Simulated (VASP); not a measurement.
Write the native input for VASP 6.6.1 that does the following.

```
Task                   : single point
Functional             : PBE
Potentials or basis    : VASP PAW PBE potentials, release 64 (Al, Ru_pv)
Cutoff                 : 500 eV
k mesh                 : 6 × 6 × 6
Occupations            : gaussian, width 0.1 eV
Spin                   : no spin polarisation
Dipole correction      : no
Further INCAR settings : ALGO = Normal; EDIFF = 1e-06; NBANDS = 16
```

The structure of AlRu lies in POSCAR:

```
AlRu
1.0
    2.9824955500      0.0000000000      0.0000000000
    0.0000000000      2.9824955500      0.0000000000
    0.0000000000      0.0000000000      2.9824955500
Al Ru
1 1
Direct
    0.0000000000      0.0000000000      0.0000000000
    0.5000000000      0.5000000000      0.5000000000
```

These files were run (other wordings do the same):

INCAR

```
SYSTEM = AlRu
PREC     = Accurate       ! precision mode
ENCUT    = 500            ! plane-wave cutoff, eV
EDIFF    = 1E-6           ! SCF threshold, eV
ISMEAR   = 0              ! smearing method
SIGMA    = 0.1            ! smearing width, eV
LREAL    = .False.        ! projectors in reciprocal space
LASPH    = .True.         ! aspherical terms in the spheres
NELM     = 120            ! most SCF steps
ALGO     = Normal         ! electronic algorithm
ISIF     = 2              ! what is computed and relaxed
LWAVE    = .False.        ! write WAVECAR
LCHARG   = .True.         ! write CHGCAR
GGA      = PE             ! functional
LELF     = .True.         ! ELF
LVHAR    = .True.       
NBANDS   = 16             ! bands
GGA_COMPAT= .False.
```

KPOINTS

```
Automatic mesh
0
Gamma
  6 6 6
  0 0 0
```

Potentials or basis: VASP PAW PBE potentials, release 64 (Al, Ru_pv).

Launch:

```bash
$ cat potpaw_PBE.64/Al/POTCAR potpaw_PBE.64/Ru_pv/POTCAR > POTCAR
$ mpirun -np 1 vasp_std > vasp.out
```

Results of the run:

```yaml
Pressure: 4.5 GPa
Band_gap_on_the_k_mesh: zero (an odd number of electrons rules out a gap without spin polarisation)
```

Caveat: the cell stands under pressure.

Wall time 6.5 s on 1 thread of Intel(R) Xeon(R) Platinum 8259CL CPU @ 2.50GHz (Skylake/Cascade Lake) (shared host), peak memory 0.14 GiB.
